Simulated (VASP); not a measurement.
The system is MoS2.

```
Mo S
1.0
     1.58000    0.91221    6.15000
    -1.58000    0.91221    6.15000
     0.00000   -1.82443    6.15000
Mo S
1 2
Direct
  0.00000 0.00000 0.00000
  0.41700 0.41700 0.41700
  0.25000 0.25000 0.25000
```

Base run:

```yaml
Program: VASP 6.6.1
Functional: revPBE
Potentials_or_basis: VASP PAW PBE potentials, release 64 (Mo_sv, S)
Cutoff: 690 eV
k_mesh: 16 × 16 × 16
Occupations: gaussian, width 0.03 eV
Spin: no spin polarisation
```

Its results: band gap on the k mesh 0.97 eV (least direct gap 1.82 eV); pressure 7.1 GPa; largest force 0.547 eV/Å.

**Question.** The run is repeated on the same cell with these changes: cutoff from 690 eV to 340 eV; k mesh from 16 × 16 × 16 to 8 × 8 × 8. What comes out?

**Answer.** Band gap on the k mesh 1.07 eV (least direct gap 2.03 eV); pressure 6.6 GPa; largest force 0.555 eV/Å.

Caveats: the cell stands under pressure; the PAW data sets were made with another functional, which shifts forces and pressure a little.

A k mesh can miss the band edges.
